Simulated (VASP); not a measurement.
Runs of VASP 6.6.1 on Ge2Sb2Te5. The structure is that of space group P-3m1 (No. 164), or close to it. The cells are those of the table. 

```tsv
cell	gap on the mesh (eV)	pressure (GPa)	largest force (eV/Å)
a = 4.023, b = 4.023, c = 18.691 Å, angles 90.0, 90.0, 120.0°, 9 atoms	none	(b)	0.47
a = 4.013, b = 4.013, c = 20.420 Å, angles 90.0, 90.0, 120.0°, 9 atoms	none	-0.3	0.48
a = 4.531, b = 4.531, c = 16.020 Å, angles 90.0, 90.0, 120.0°, 9 atoms	none	-0.5	0.32
a = 4.023, b = 4.023, c = 17.065 Å, angles 90.0, 90.0, 120.0°, 9 atoms	none	(a)	1.40
a = 4.395, b = 4.395, c = 17.022 Å, angles 90.0, 90.0, 120.0°, 9 atoms	none	-0.2	0.22
```

Alike in all rows: task single point; level PBE; potentials or basis VASP PAW PBE potentials, release 64 (Ge_d, Sb, Te); no spin polarisation; k mesh 12 × 12 × 2; cutoff (eV) 520; smearing gaussian 0.03 eV.

Task: Estimate the missing entries.

Result: (a) 11.9; (b) 4.6.

Caveats: spin-orbit coupling is left out, which moves the levels of the heavy elements; this functional lacks dispersion, which binds layers or chains, so the pressure and a relaxed spacing across them are unreliable; the cell stands under pressure (at least some runs); the stress differs along the axes, from -4 to 2 GPa (at least some runs); forces of over 1 eV/Å act on the atoms, so gaps and moduli don't describe the material at rest (at least some runs).

A k mesh can miss the band edges, and the runs leave out spin-orbit coupling on Ge, Sb, Te.

A gap of «none» marks levels without a gap at the run's occupations.
